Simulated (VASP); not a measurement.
# Al2Cu (P4mm) in VASP: notebook

Runs on Al2Cu. Level: r2SCAN. Tasks: single point.

Everything below comes from runs of VASP 6.6.1. Logs are shortened: lines on timing, memory, paths and dates and some standing lists are left out, and cuts for length are marked.

### 1 The cell of the first run

Symmetry: P4mm, No. 99, tetragonal system. Conventional cell: a = 4.088 Å, b = 4.088 Å, c = 2.851 Å, α = 90.00°, β = 90.00°, γ = 90.00°. Al (site symmetry 2mm) has 4 Cu at 2.33 to 2.68 Å and 6 Al at 2.85 to 2.89 Å within 3.1 Å. Within 3.1 Å of Cu (site symmetry 4mm) lie 8 Al at 2.33 to 2.68 Å and 2 Cu at 2.85 Å.

### 2 Single point, r2SCAN (atom 3 (Cu) moved by (+0.000, -0.300) A along [1 1 0] and z)

The input, POSCAR:

```
Al2Cu
1.0
    4.0880282815      0.0000000000      0.0000000000
    0.0000000000      4.0880282815      0.0000000000
    0.0000000000      0.0000000000      2.8513253939
Al Cu
2 1
Direct
    0.5000000000      0.0000000000      0.5000000000
    0.0000000000      0.5000000000      0.5000000000
    0.0000000000      0.0000000000     -0.1052142280
```

The input, INCAR.step1:

```
SYSTEM = Al2Cu
PREC = Accurate
ENCUT = 520
ISMEAR = 0
SIGMA = 0.15
LREAL = .FALSE.
LASPH = .TRUE.
NELM = 60
NBANDS = 16
GGA = PE
ALGO = Normal
EDIFF = 1E-4
LWAVE = .TRUE.
LCHARG = .FALSE.
```

The input, INCAR.step2:

```
SYSTEM = Al2Cu
PREC = Accurate
ENCUT = 520
EDIFF = 1E-6
ISMEAR = 0
SIGMA = 0.15
LREAL = .FALSE.
LASPH = .TRUE.
NELM = 60
ALGO = Normal
ISIF = 2
LWAVE = .FALSE.
LCHARG = .FALSE.
METAGGA = R2SCAN
LMIXTAU = .TRUE.
NBANDS = 16
ISTART = 1
```

The input, KPOINTS:

```
Automatic mesh
0
G
  12 12 16
  0 0 0
```

Potentials or basis: VASP PAW PBE potentials, release 64 (Al, Cu).

Started as:

```sh
$ cat potpaw_PBE.64/Al/POTCAR potpaw_PBE.64/Cu/POTCAR > POTCAR
$ cp INCAR.step1 INCAR
$ mpirun -np 1 vasp_std > vasp.out
$ cp INCAR.step2 INCAR
$ mpirun -np 1 vasp_std > vasp.out
```

OUTCAR:

```text
SYSTEM = Al2Cu
   PREC = Accurate
   ENCUT = 520
   EDIFF = 1E-6
   ISMEAR = 0
   LREAL = .FALSE.
   LASPH = .TRUE.
   NELM = 60
   ISIF = 2
   METAGGA = R2SCAN
   ISTART = 1

 ion  position               nearest neighbor table
   1  0.500  0.000  0.500-   3 2.33   3 2.33   3 2.68   3 2.68   2 2.89   2 2.89   2 2.89   2 2.89

   2  0.000  0.500  0.500-   3 2.33   3 2.33   3 2.68   3 2.68   1 2.89   1 2.89   1 2.89   1 2.89

   3  0.000  0.000  0.895-   1 2.33   2 2.33   2 2.33   1 2.33   2 2.68   1 2.68   1 2.68   2 2.68

  LATTYP: Found a simple tetragonal cell.
 ALAT       =     4.0880282815
 C/A-ratio  =     0.6974818170

  Lattice vectors:

 A1 = (   4.0880282815,   0.0000000000,   0.0000000000)
 A2 = (   0.0000000000,   4.0880282815,   0.0000000000)
 A3 = (   0.0000000000,   0.0000000000,   2.8513253939)

Analysis of symmetry for initial positions (statically):
=====================================================================
 Subroutine PRICEL returns:
 Original cell was already a primitive cell.

 Routine SETGRP: Setting up the symmetry group for a
 simple tetragonal supercell.

 Subroutine GETGRP returns: Found  8 space group operations
 (whereof  8 operations were pure point group operations)
 out of a pool of 16 trial point group operations.

The static configuration has the point symmetry C_4v.

Analysis of symmetry for dynamics (positions and initial velocities):
=====================================================================
 Subroutine PRICEL returns:
 Original cell was already a primitive cell.

 Routine SETGRP: Setting up the symmetry group for a
 simple tetragonal supercell.

 Subroutine GETGRP returns: Found  8 space group operations
 (whereof  8 operations were pure point group operations)
 out of a pool of 16 trial point group operations.

The dynamic configuration has the point symmetry C_4v.

 Subroutine INISYM returns: Found  8 space group operations
 (whereof  8 operations are pure point group operations),
 and found     1 'primitive' translations

----------------------------------------------------------------------------------------

                                     Primitive cell

  volume of cell :      47.6513

  direct lattice vectors                    reciprocal lattice vectors
     4.088028281  0.000000000  0.000000000     0.244616703  0.000000000  0.000000000
     0.000000000  4.088028281  0.000000000     0.000000000  0.244616703  0.000000000
     0.000000000  0.000000000  2.851325394     0.000000000  0.000000000  0.350714093

  length of vectors
     4.088028281  4.088028281  2.851325394     0.244616703  0.244616703  0.350714093

  position of ions in fractional coordinates (direct lattice)
     0.500000000  0.000000000  0.500000000
     0.000000000  0.500000000  0.500000000
     0.000000000  0.000000000  0.894785772

  ion indices of the primitive-cell ions
   primitive index   ion index
                 1           1
                 2           2
                 3           3

----------------------------------------------------------------------------------------

 KPOINTS: Automatic mesh

Automatic generation of k-mesh.
 Grid dimensions read from file:
 generate k-points for:   12   12   16

 Generating k-lattice:

  Cartesian coordinates                     Fractional coordinates (reciprocal lattice)
     0.020384725  0.000000000  0.000000000     0.083333333  0.000000000  0.000000000
     0.000000000  0.020384725  0.000000000     0.000000000  0.083333333  0.000000000
     0.000000000  0.000000000  0.021919631     0.000000000  0.000000000  0.062500000

  Length of vectors
     0.020384725  0.020384725  0.021919631

  Shift w.r.t. Gamma in fractional coordinates (k-lattice)
     0.000000000  0.000000000  0.000000000

 Subroutine IBZKPT returns following result:
 ===========================================

 Found    252 irreducible k-points:

 Following reciprocal coordinates:
            Coordinates               Weight
  0.000000  0.000000  0.000000      1.000000
  0.083333  0.000000  0.000000      4.000000
  0.166667  0.000000  0.000000      4.000000
  0.250000  0.000000  0.000000      4.000000
  0.333333  0.000000  0.000000      4.000000
  0.416667  0.000000  0.000000      4.000000
[... 16 lines left out ...]
  0.333333  0.333333  0.000000      4.000000
  0.416667  0.333333  0.000000      8.000000
 [... further k-points ...]
   k-points           NKPTS =    252   k-points in BZ     NKDIM =    252   number of bands    NBANDS=     16
   number of dos      NEDOS =    301   number of ions     NIONS =      3
   total plane-waves  NPLWV =  21600
   dimension x,y,z NGX =    30 NGY =   30 NGZ =   24
   dimension x,y,z NGXF=    60 NGYF=   60 NGZF=   48
   ions per type =               2   1
   NGX,Y,Z   is equivalent  to a cutoff of  12.20, 12.20, 13.99 a.u.
   NGXF,Y,Z  is equivalent  to a cutoff of  24.40, 24.40, 27.99 a.u.
 SYSTEM =  Al2Cu
   PREC   = accura    normal or accurate (medium, high low for compatibility)
   ISTART =      1    job   : 0-new  1-cont  2-samecut
   ICHARG =      0    charge: 1-file 2-atom 10-const
   ISPIN  =      1    spin polarized calculation?
   LNONCOLLINEAR =      F non collinear calculations
   LSORBIT =      F    spin-orbit coupling
   LASPH  =      T    aspherical Exc in radial PAW
   ENCUT  =  520.0 eV  38.22 Ry    6.18 a.u.   7.60  7.60  5.30*2*pi/ulx,y,z
   NELM   =     60;   NELMIN=  2; NELMDL=  0     # of ELM steps
   EDIFF  = 0.1E-05   stopping-criterion for ELM
   LREAL  =      F    real-space projection
   EDIFFG = 0.1E-04   stopping-criterion for IOM
   NSW    =      0    number of steps for IOM
   IBRION =     -1    ionic relax: 0-MD 1-quasi-New 2-CG
   NFREE  =      0    steps in history (QN), initial steepest desc. (CG)
   ISIF   =      2    stress and relaxation
   ISYM   =      2    0-nonsym 1-usesym 2-fastsym
   POTIM  = 0.5000    time-step for ionic-motion
   TEBEG  =    0.0;   TEEND  =   0.0 temperature during run
   PSTRESS=    0.0 pullay stress
   NELECT =      17.0000    total number of electrons
   NUPDOWN=      -1.0000    fix difference up-down
   EMIN   =  10.00;   EMAX   =-10.00  energy-range for DOS
   EFERMI =   0.00;   METHOD = LEGACY
   ISMEAR =     0;   SIGMA  =   0.15  broadening in eV -4-tet -1-fermi 0-gaus
   EFERMI_NEDOS =   21; number of points for ismear=-14 and -15
   IALGO  =     38    algorithm
   IMIX   =      4    mixing-type and parameters
     AMIX     =   0.40;   BMIX     =  1.00
     AMIX_MAG =   1.60;   BMIX_MAG =  1.00
  volume/ion in A,a.u.               =      15.88       107.19
  Fermi-wavevector in a.u.,A,eV,Ry     =   1.161091  2.194144 18.342456  1.348132
  Thomas-Fermi vector in A             =   2.297667
   LORBIT       =      0    0 simple, 1 ext, 2 COOP (PROOUT), +10 PAW based schemes
   METAGGA = R2SCAN    functional components
   LHFCALC =     F    Hartree Fock is set to
   AEXX    =    0.0000 exact exchange contribution
   IVDW    =     0    specifies the selected vdW correction
   LEPSILON=     F    determine dielectric tensor
   LRPA    =     F    only Hartree local field effects (RPA)
 non-spin polarized calculation
 Gauss-broadening in eV      SIGMA  =   0.15
  energy-cutoff  :      520.00
  volume of cell :       47.65
 maximum number of plane-waves:      1312
   NGX = 15   NGY = 15   NGZ = 11

 number of electron      16.9999979 magnetization

 Free energy of the ion-electron system (eV)
  ---------------------------------------------------
  ext. energy  EPLUGINS =         0.00000000
  ---------------------------------------------------
  free energy    TOTEN  =       -24.13928328 eV

  energy without entropy =      -24.13101614  energy(sigma->0) =      -24.13514971

 E-fermi :   7.2854     XC(G=0): -11.2014

 val. band max:        7.2781229789   @ k =   0.5000   0.0833   0.3125
 cond. band min:       7.2961340774   @ k =   0.4167   0.1667   0.3125
 fundamental gap:      0.0180110985
 Fermi energy:         7.2853913433

 k-point     1 :       0.0000    0.0000    0.0000
  band No.  band energies     occupation
      1      -3.9260      2.00000
      2       1.4854      2.00000
      3       2.0760      2.00000
      4       2.6555      2.00000
      5       2.9325      2.00000
      6       2.9325      2.00000
[... 8 lines left out ...]
     15      15.1472      0.00000
     16      21.0379      0.00000

 k-point     2 :       0.0833    0.0000    0.0000
  band No.  band energies     occupation
      1      -3.8633      2.00000
      2       1.4535      2.00000
      3       2.0629      2.00000
      4       2.6347      2.00000
      5       2.9236      2.00000
      6       2.9360      2.00000
[... 8 lines left out ...]
     15      15.7937      0.00000
     16      20.8494      0.00000

 k-point     3 :       0.1667    0.0000    0.0000
  band No.  band energies     occupation
      1      -3.6766      2.00000
      2       1.3001      2.00000
      3       2.0246      2.00000
      4       2.5835      2.00000
      5       2.8870      2.00000
      6       2.9431      2.00000
[... 8 lines left out ...]
     15      17.3285      0.00000
     16      20.0501      0.00000

 k-point     4 :       0.2500    0.0000    0.0000
  band No.  band energies     occupation
      1      -3.3723      2.00000
      2       0.8712      2.00000
      3       1.9856      2.00000
      4       2.5233      2.00000
      5       2.7733      2.00000
      6       2.9496      2.00000
[... 8 lines left out ...]
     15      18.9830      0.00000
     16      19.2157      0.00000
[... 324 lines left out ...]
 k-point    22 :       0.5000    0.2500    0.0000
  band No.  band energies     occupation
      1      -1.6638      2.00000
      2      -0.4077      2.00000
      3       1.7908      2.00000
      4       2.1517      2.00000
      5       2.5830      2.00000
      6       2.9198      2.00000
[... 8 lines left out ...]
     15      17.6479      0.00000
     16      19.1825      0.00000

 k-point    23 :       0.3333    0.3333    0.0000
  band No.  band energies     occupation
      1      -1.9913      2.00000
      2       0.7062      2.00000
      3       1.1777      2.00000
      4       2.1653      2.00000
      5       2.6939      2.00000
      6       2.8676      2.00000
[... 8 lines left out ...]
     15      18.6345      0.00000
     16      19.4244      0.00000

 k-point    24 :       0.4167    0.3333    0.0000
  band No.  band energies     occupation
      1      -1.5172      2.00000
      2       0.2541      2.00000
      3       1.2868      2.00000
      4       2.0204      2.00000
      5       2.6103      2.00000
      6       2.8507      2.00000
[... 8 lines left out ...]
     15      18.2386      0.00000
     16      19.3958      0.00000

 [... further k-points ...]

------------------------ aborting loop because EDIFF is reached ----------------------------------------

  FORCE on cell =-STRESS in cart. coord.  units (eV):
  Direction    XX          YY          ZZ          XY          YZ          ZX
  --------------------------------------------------------------------------------------
  -------------------------------------------------------------------------------------
  Total        1.2311733      1.2311733      0.1644961      0.0000000      0.0000000      0.0000000
  in kB       41.3956986     41.3956986      5.5308470      0.0000000      0.0000000      0.0000000
  external PRESSURE =      29.4407481 kB  Pullay stress =       0.0000000 kB

 VOLUME and BASIS-vectors are now :
 -----------------------------------------------------------------------------
  energy-cutoff  :      520.00
  volume of cell :       47.65
      direct lattice vectors                 reciprocal lattice vectors
     4.088028281  0.000000000  0.000000000     0.244616703  0.000000000  0.000000000
     0.000000000  4.088028281  0.000000000     0.000000000  0.244616703  0.000000000
     0.000000000  0.000000000  2.851325394     0.000000000  0.000000000  0.350714093

 POSITION                                       TOTAL-FORCE (eV/Angst)
 -----------------------------------------------------------------------------------
      2.04401      0.00000      1.42566        -0.000000      0.000000     -0.928972
      0.00000      2.04401      1.42566         0.000000      0.000000     -0.928972
      0.00000      0.00000      2.55133         0.000000     -0.000000      1.857945
 -----------------------------------------------------------------------------------
    total drift:                                0.000000      0.000000      0.002142

  FREE ENERGIE OF THE ION-ELECTRON SYSTEM (eV)
  ---------------------------------------------------
  free  energy   TOTEN  =       -24.1392832779 eV

  energy  without entropy=      -24.1310161410  energy(sigma->0) =      -24.13514971
```

Run time: 9.6 min. Hardware: 1 thread of Intel Xeon 8259CL, shared host; peak memory 0.31 GiB.

Results:

| Quantity | Value |
| --- | --- |
| Free energy | -24.1393 eV |
| Pressure | 2.9 GPa |
| Largest force | 1.858 eV/Å |
| Band gap on the k mesh | zero (an odd number of electrons rules out a gap without spin polarisation) |

Forces in eV/Å, atoms in the order of the input:
```
Al   0.000  0.000 -0.929
Al   0.000  0.000 -0.929
Cu   0.000  0.000  1.858
```

Caveat: the cell differs from its parent crystal (atom 3 (Cu) moved by (+0.000, -0.300) A along [1 1 0] and z); the PAW data sets were made with another functional, which shifts forces and pressure a little.

### 3 Single point, r2SCAN (atom 3 (Cu) moved by (+0.000, -0.150) A along [1 1 0] and z)

Edit POSCAR of step 2 so:

```diff
@@ -10,2 +10,2 @@
     0.0000000000      0.5000000000      0.5000000000
-    0.0000000000      0.0000000000     -0.1052142280
+    0.0000000000      0.0000000000     -0.0526071140
```

The input, INCAR.step1:

```
SYSTEM = Al2Cu
ALGO     = Normal         ! electronic algorithm
EDIFF    = 1E-4           ! SCF threshold, eV
ENCUT    = 520            ! plane-wave cutoff, eV
GGA      = PE             ! functional
ISMEAR   = 0              ! smearing method
LASPH    = .True.         ! aspherical terms in the spheres
LCHARG   = .False.        ! write CHGCAR
LREAL    = .False.        ! projectors in reciprocal space
LWAVE    = .True.         ! write WAVECAR
NBANDS   = 16             ! bands
NELM     = 80             ! most SCF steps
PREC     = Accurate       ! precision mode
SIGMA    = 0.15           ! smearing width, eV
```

The input, INCAR.step2:

```
SYSTEM = Al2Cu
ALGO     = Normal         ! electronic algorithm
EDIFF    = 1E-7           ! SCF threshold, eV
ENCUT    = 520            ! plane-wave cutoff, eV
ISIF     = 2              ! what is computed and relaxed
ISMEAR   = 0              ! smearing method
ISTART   = 1            
LASPH    = .True.         ! aspherical terms in the spheres
LCHARG   = .False.        ! write CHGCAR
LMIXTAU  = .True.       
LREAL    = .False.        ! projectors in reciprocal space
LWAVE    = .False.        ! write WAVECAR
METAGGA  = R2SCAN         ! meta-GGA
NBANDS   = 16             ! bands
NELM     = 80             ! most SCF steps
PREC     = Accurate       ! precision mode
SIGMA    = 0.15           ! smearing width, eV
```

The input, KPOINTS:

```
k-points
0
Gamma
  12 12 16
  0 0 0
```

Potentials or basis: VASP PAW PBE potentials, release 64 (Al, Cu).

Started as:

```sh
$ cat potpaw_PBE.64/Al/POTCAR potpaw_PBE.64/Cu/POTCAR > POTCAR
$ cp INCAR.step1 INCAR
$ mpirun -np 1 vasp_std > vasp.out
$ cp INCAR.step2 INCAR
$ mpirun -np 1 vasp_std > vasp.out
```

Run time: 14 min. Hardware: 1 thread of Intel Xeon 8259CL, shared host; peak memory 0.31 GiB.

Results (log left out):

```yaml
Free_energy: -24.3499 eV
Pressure: 0.7 GPa
Largest_force: 0.941 eV/Å
Band_gap_on_the_k_mesh: zero (an odd number of electrons rules out a gap without spin polarisation)
```

Forces on the atoms (eV/Å):
```
Al   0.000  0.000 -0.471
Al   0.000  0.000 -0.471
Cu   0.000  0.000  0.941
```

Stress tensor (GPa, compression positive):
```
 1.20  0.00  0.00
 0.00  1.20  0.00
 0.00  0.00 -0.28
```

Levels at points of the mesh, in eV from the Fermi level:
```
           k point  band 5  band 6  band 7  band 8  band 9  band 10  band 11  band 12  band 13  band 14
(0.00, 0.00, 0.00)   -4.26   -4.26   -2.62   -2.62    0.07     1.02     6.67     6.67     6.72     7.34
(0.50, 0.00, 0.00)   -4.59   -4.27   -4.25   -1.23    1.64     1.94     2.14     8.32     8.95    10.00
(0.50, 0.50, 0.00)   -4.62   -4.49   -4.27   -4.27   -2.57     9.04     9.04    10.26    10.63    11.02
(0.00, 0.00, 0.50)   -5.05   -4.33   -3.13    2.46    2.46     2.61     3.16     3.16     3.36     4.67
(0.50, 0.00, 0.50)   -4.42   -4.38   -3.30   -2.55   -1.68     3.94     4.02     4.91     5.66     6.52
(0.50, 0.50, 0.50)   -4.21   -3.67   -2.48   -2.48   -0.90    -0.78     0.19     0.19     2.70    12.73
```

Caveat: the cell differs from its parent crystal (atom 3 (Cu) moved by (+0.000, -0.150) A along [1 1 0] and z); the PAW data sets were made with another functional, which shifts forces and pressure a little.
